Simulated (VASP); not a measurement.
Input of a VASP 6.6.1 run:

INCAR

```
SYSTEM = C
PREC     = Accurate       ! precision mode
ENCUT    = 600            ! plane-wave cutoff, eV
EDIFF    = 1E-6           ! SCF threshold, eV
ISMEAR   = 0              ! smearing method
SIGMA    = 0.02           ! smearing width, eV
LREAL    = .False.        ! projectors in reciprocal space
LASPH    = .True.         ! aspherical terms in the spheres
NELM     = 120            ! most SCF steps
ALGO     = Normal         ! electronic algorithm
ISIF     = 2              ! what is computed and relaxed
LWAVE    = .False.        ! write WAVECAR
LCHARG   = .False.        ! write CHGCAR
GGA      = PE             ! functional
NBANDS   = 11             ! bands
GGA_COMPAT= .False.
```

The input KPOINTS:

```
regular mesh
0
Gamma
  14 14 14
  0 0 0
```

File POSCAR:

```
C
1.0
    0.0000000000      1.7833700000      1.7833700000
    1.7833700000      0.0000000000      1.7833700000
    1.7833700000      1.7833700000      0.0000000000
C
2
Direct
    0.0000000000      0.0000000000      0.0000000000
    0.2500000000      0.2500000000      0.2500000000
```

Potentials or basis: VASP PAW PBE potentials, release 64 (C).

Launch:

```console
$ cat potpaw_PBE.64/C/POTCAR > POTCAR
$ mpirun -np 1 vasp_std > vasp.out
```

(1) Estimate the band gap on the k mesh.

(2) Predict the pressure.

## Answers

(1) 4.13 eV, indirect (least direct gap 5.59 eV).

(2) 1.8 GPa.
